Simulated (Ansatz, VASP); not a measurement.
**One calculation of Ti3O4, two programs**

File INCAR:

```
  PREC = Accurate
  ENCUT = 520
  EDIFF = 1E-6
  ISMEAR = 0
  SIGMA = 0.15
  LREAL = False
  LASPH = True
  NELM = 60
  ALGO = Normal
  ISIF = 2
  LWAVE = False
  LCHARG = False
  GGA = PS
  NBANDS = 39
```

KPOINTS

```
Automatic mesh
0
Gamma
  8 8 14
```

POSCAR

```
Ti3O4
1.0
    2.9128162286     -4.0303540220      0.0000000000
    2.9128162286      4.0303540220      0.0000000000
    0.0000000000      0.0000000000      2.9690273773
Ti O
3 4
Direct
    0.0000000000      0.0000000000      0.5000000000
    0.5000000000      0.0000000000      0.0000000000
    0.0000000000      0.5000000000      0.0000000000
    0.7627833111      0.7627833111      0.0252607977
    0.2588765548      0.7411234452      0.5252607977
    0.2372166889      0.2372166889      0.0252607977
    0.7411234452      0.2588765548      0.5252607977
```

Input for Ansatz:

```yaml
crystal:
  lattice:
    - [2.9128162286, -4.030354022, 0.0]
    - [2.9128162286, 4.030354022, 0.0]
    - [0.0, 0.0, 2.9690273773]
  atoms:
    - { symbol: Ti, position: [0.0, 0.0, 0.5] }
    - { symbol: Ti, position: [0.5, 0.0, 0.0] }
    - { symbol: Ti, position: [0.0, 0.5, 0.0] }
    - { symbol: O, position: [0.7627833111, 0.7627833111, 0.0252607977] }
    - { symbol: O, position: [0.2588765548, 0.7411234452, 0.5252607977] }
    - { symbol: O, position: [0.2372166889, 0.2372166889, 0.0252607977] }
    - { symbol: O, position: [0.7411234452, 0.2588765548, 0.5252607977] }
basis:
  ecutwfc: 420
kpoints:
  mp_grid: { grid: [8, 8, 14] }
hamiltonian:
  xc: pbesol
scf:
  occupations: { method: gaussian, width: 0.15 }
output:
  forces: true
  stress: true
  eigenvalues: true
  write_density: true
  write_potential: true
  elf: true
  volumetric_format: npy
```

Change from the starting cell: all O atoms moved +0.075 Å, as atom 4 along Cartesian [0 0 1].

Alike in both runs: task single point; functional PBEsol; k mesh 8 × 8 × 14; occupations gaussian, width 0.15 eV; no spin polarisation.

|  | VASP | Ansatz |
| --- | --- | --- |
| version | VASP 6.6.1 | Ansatz 0.2.0 |
| potentials or method | VASP PAW PBE potentials, release 64 (Ti_sv, O), cutoff 520 eV | scalar-relativistic, plane waves, PAW |
| valence electrons in the cell | 60 | 60 |

VASP gave:

```
gap on the k mesh at the Fermi level (eV)                     : none
pressure (GPa)                                                : 1.7
traceless stress, the component that is largest in VASP (GPa) : -0.81
rms of the force components (eV/Å)                            : 0.452
```

**Question.** What did Ansatz give for the same quantities?

**Answer.** gap on the k mesh at the Fermi level (eV): none; pressure (GPa): 0.9; traceless stress, the component that is largest in VASP (GPa): -0.85; rms of the force components (eV/Å): 0.446.

VASP's potentials were made for PBE, not for PBEsol. Atom by atom the forces differ by 0.013 eV/Å (rms over components). A gap of «none» marks a metal or a gap that the smearing closes. With one functional, cell and mesh, what is left measures potentials, basis and numerics.
